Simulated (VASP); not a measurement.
# TlCl (Pm-3m) in VASP: a series of runs

Runs on TlCl. Level: PBEsol. Tasks: elastic constants.

All numbers are computed with VASP 6.6.1; they aren't measurements. Logs are shortened: lines on timing, memory, paths and dates and some standing lists are left out, and cuts for length are marked.

## (1) The cell of the first run

The structure is cubic, space group Pm-3m (No. 221). The conventional cell has a = 3.528 Å, b = 3.528 Å, c = 3.528 Å, α = 90.00°, β = 90.00°, γ = 90.00°. Tl (site symmetry m-3m) has 8 Cl at 3.06 Å and 6 Tl at 3.53 Å within 4.0 Å. Within 4.0 Å of Cl (site symmetry m-3m) lie 8 Tl at 3.06 Å and 6 Cl at 3.53 Å.

## (2) Elastic constants, PBEsol

Contents of INCAR:

```
SYSTEM = TlCl
PREC = Accurate ; ENCUT = 500
EDIFF = 1E-8 ; ISMEAR = 0
SIGMA = 0.01 ; LREAL = .False.
LASPH = .True. ; NELM = 120
ALGO = Normal ; ISIF = 3
LWAVE = .False. ; LCHARG = .False.
GGA = PS ; IBRION = 6
NFREE = 2 ; POTIM = 0.015
NSW = 1 ; GGA_COMPAT = .False.
```

Contents of KPOINTS:

```
Automatic mesh
0
Gamma
  6 6 6
  0 0 0
```

Contents of POSCAR:

```
TlCl
1.0
    3.5278238583      0.0000000000      0.0000000000
    0.0000000000      3.5278238583      0.0000000000
    0.0000000000      0.0000000000      3.5278238583
Tl Cl
1 1
Direct
    0.0000000000      0.0000000000      0.0000000000
    0.5000000000      0.5000000000      0.5000000000
```

Potentials or basis: VASP PAW PBE potentials, release 64 (Tl_d, Cl).

Command:

```
cat potpaw_PBE.64/Tl_d/POTCAR potpaw_PBE.64/Cl/POTCAR > POTCAR
mpirun -np 1 vasp_std > vasp.out
```

OUTCAR:

```text
SYSTEM = TlCl
   PREC = Accurate
   ENCUT = 500
   EDIFF = 1E-8
   ISMEAR = 0
   LREAL = .False.
   LASPH = .True.
   NELM = 120
   ISIF = 3
   GGA = PS
   IBRION = 6
   NFREE = 2
   POTIM = 0.015
   NSW = 1

 ion  position               nearest neighbor table
   1  0.000  0.000  0.000-   2 3.06   2 3.06   2 3.06   2 3.06   2 3.06   2 3.06   2 3.06   2 3.06

   2  0.500  0.500  0.500-   1 3.06   1 3.06   1 3.06   1 3.06   1 3.06   1 3.06   1 3.06   1 3.06

  LATTYP: Found a simple cubic cell.
 ALAT       =     3.5278238583

  Lattice vectors:

 A1 = (   3.5278238583,   0.0000000000,   0.0000000000)
 A2 = (   0.0000000000,   3.5278238583,   0.0000000000)
 A3 = (   0.0000000000,   0.0000000000,   3.5278238583)

Analysis of symmetry for initial positions (statically):
=====================================================================
 Subroutine PRICEL returns:
 Original cell was already a primitive cell.

 Routine SETGRP: Setting up the symmetry group for a
 simple cubic supercell.

 Subroutine GETGRP returns: Found 48 space group operations
 (whereof 48 operations were pure point group operations)
 out of a pool of 48 trial point group operations.

The static configuration has the point symmetry O_h .

Analysis of symmetry for dynamics (positions and initial velocities):
=====================================================================
 Subroutine PRICEL returns:
 Original cell was already a primitive cell.

 Routine SETGRP: Setting up the symmetry group for a
 simple cubic supercell.

 Subroutine GETGRP returns: Found 48 space group operations
 (whereof 48 operations were pure point group operations)
 out of a pool of 48 trial point group operations.

The dynamic configuration has the point symmetry O_h .

 Subroutine INISYM returns: Found 48 space group operations
 (whereof 48 operations are pure point group operations),
[... 737 lines left out ...]
      5      -4.4227      2.00000
      6      -4.4009      2.00000
      7      -0.3104      2.00000
      8       2.3872      2.00000
      9       3.2979      2.00000
     10       4.4899      2.00000
     11      11.0501      0.00000
     12      12.0803      0.00000
     13      13.6290      0.00000
     14      13.8376      0.00000

 [... further k-points ...]

------------------------ aborting loop because EDIFF is reached ----------------------------------------

  FORCE on cell =-STRESS in cart. coord.  units (eV):
  Direction    XX          YY          ZZ          XY          YZ          ZX
  --------------------------------------------------------------------------------------
  -------------------------------------------------------------------------------------
  Total        2.7147234      2.7154499      2.7154499     -0.0000000      0.0000000     -0.0000000
  in kB       99.0639174     99.0904262     99.0904262     -0.0000000      0.0000000     -0.0000000
  external PRESSURE =      99.0815900 kB  Pullay stress =       0.0000000 kB
[... 17 lines left out ...]
  FREE ENERGIE OF THE ION-ELECTRON SYSTEM (eV)
  ---------------------------------------------------
  free  energy   TOTEN  =        -6.2217139893 eV

  energy  without entropy=       -6.2217139893  energy(sigma->0) =       -6.22171399

 INTERNAL STRAIN TENSORS FROM STRAINED CELLS
 ============================================

 INTERNAL STRAIN TENSOR FOR ION    1 for displacements in x,y,z  (eV/Angst):
          X           Y           Z          XY          YZ          ZX
  --------------------------------------------------------------------------------
  x     0.00000     0.00000     0.00000     0.00000     0.00000    -0.00000
  y     0.00000     0.00000     0.00000     0.00000     0.00000     0.00000
  z     0.00000     0.00000     0.00000     0.00000     0.00000     0.00000

 INTERNAL STRAIN TENSORS FROM DISPLACED ATOMS
 ============================================

 INTERNAL STRAIN TENSOR FOR ION    1 for displacements in x,y,z  (eV/Angst):
          X           Y           Z          XY          YZ          ZX
  --------------------------------------------------------------------------------
  x     0.00000     0.00000     0.00000     0.00000     0.00000     0.00000
  y     0.00000     0.00000     0.00000     0.00000     0.00000     0.00000
  z     0.00000     0.00000     0.00000     0.00000     0.00000     0.00000

 INTERNAL STRAIN TENSOR FOR ION    2 for displacements in x,y,z  (eV/Angst):
          X           Y           Z          XY          YZ          ZX
  --------------------------------------------------------------------------------
  x     0.00000     0.00000     0.00000     0.00000     0.00000     0.00000
  y     0.00000     0.00000     0.00000     0.00000     0.00000     0.00000
  z     0.00000     0.00000     0.00000     0.00000     0.00000     0.00000

 Eigenvectors and eigenvalues of the dynamical matrix
 ----------------------------------------------------

   1 f  =    3.712010 THz    23.323250 2PiTHz  123.819342 cm-1    15.351635 meV
             X         Y         Z           dx          dy          dz
      0.000000  0.000000  0.000000    -0.000000   -0.000000   -0.384375
      1.763912  1.763912  1.763912     0.000000   -0.000000    0.923177
[... 21 lines left out ...]
   6 f/i=    0.000417 THz     0.002619 2PiTHz    0.013904 cm-1     0.001724 meV
             X         Y         Z           dx          dy          dz
      0.000000  0.000000  0.000000    -0.101128    0.372094   -0.838794
      1.763912  1.763912  1.763912    -0.042106    0.154926   -0.349241

--------------------------------------------------------------------------------------------------------

 ELASTIC MODULI CONTR FROM IONIC RELAXATION (kBar)
 Direction    XX          YY          ZZ          XY          YZ          ZX
 --------------------------------------------------------------------------------
 XX           0.0000      0.0000      0.0000      0.0000      0.0000      0.0000
 YY           0.0000      0.0000      0.0000      0.0000      0.0000      0.0000
 ZZ           0.0000      0.0000      0.0000      0.0000      0.0000      0.0000
 XY           0.0000      0.0000      0.0000      0.0000      0.0000      0.0000
 YZ           0.0000      0.0000      0.0000      0.0000      0.0000      0.0000
 ZX           0.0000      0.0000      0.0000      0.0000      0.0000      0.0000
 --------------------------------------------------------------------------------

 TOTAL ELASTIC MODULI (kBar)
 Direction    XX          YY          ZZ          XY          YZ          ZX
 --------------------------------------------------------------------------------
 XX         831.1594    569.5272    569.5272      0.0000      0.0000      0.0000
 YY         569.5272    831.1594    569.5272      0.0000     -0.0000      0.0000
 ZZ         569.5272    569.5272    831.1594     -0.0000      0.0000     -0.0000
 XY           0.0000      0.0000     -0.0000    357.1126      0.0000      0.0000
 YZ           0.0000     -0.0000      0.0000      0.0000    357.1126      0.0000
 ZX           0.0000      0.0000     -0.0000      0.0000      0.0000    357.1126
 --------------------------------------------------------------------------------
```

stdout:

```text
POSCAR found type information on POSCAR TlCl
 POSCAR found :  2 types and       2 ions
 scaLAPACK will be used
 -----------------------------------------------------------------------------
|                                                                             |
|                                                                             |
|     You enforced a specific xc type in the INCAR file but a different       |
|     I HOPE YOU KNOW WHAT YOU ARE DOING!                                     |
|                                                                             |
[... 33 lines left out ...]
 Finite differences progress:
 bond charge predicted
 Finite differences progress:
 bond charge predicted
 Finite differences progress:
 bond charge predicted
 Finite differences progress:
 bond charge predicted
 Finite differences progress:
 bond charge predicted
 Finite differences progress:
```

Run time: 2.7 min. Hardware: 1 thread of Intel Xeon 6975P-C (Granite Rapids), shared host; peak memory 0.22 GiB.

What came out:

```
Elastic constants C11, C12, C44                         : 83, 57, 36 GPa
Voigt bulk modulus                                      : 66 GPa
Highest phonon frequency at Γ, LO-TO splitting left out : 124 cm⁻¹
```

Phonon frequencies in cm⁻¹ (negative: imaginary):
| q point | frequencies |
| --- | --- |
| (0.000, 0.000, 0.000) | 0 0 0 124 124 124 |

Elastic tensor in Voigt notation (GPa, in the Cartesian axes of the cell as first typed):
```
83 57 57  0  0  0
57 83 57  0  0  0
57 57 83  0  0  0
 0  0  0 36  0  0
 0  0  0  0 36  0
 0  0  0  0  0 36
```

Clamped-ion elastic tensor (GPa):
```
83 57 57  0  0  0
57 83 57  0  0  0
57 57 83  0  0  0
 0  0  0 36  0  0
 0  0  0  0 36  0
 0  0  0  0  0 36
```

Caveat: the cell is under stress, which shifts elastic constants; the PAW data sets were made with another functional, which shifts forces and pressure a little; spin-orbit coupling is left out, which moves the levels of the heavy elements.

(Part 1 of 2 ends here.)
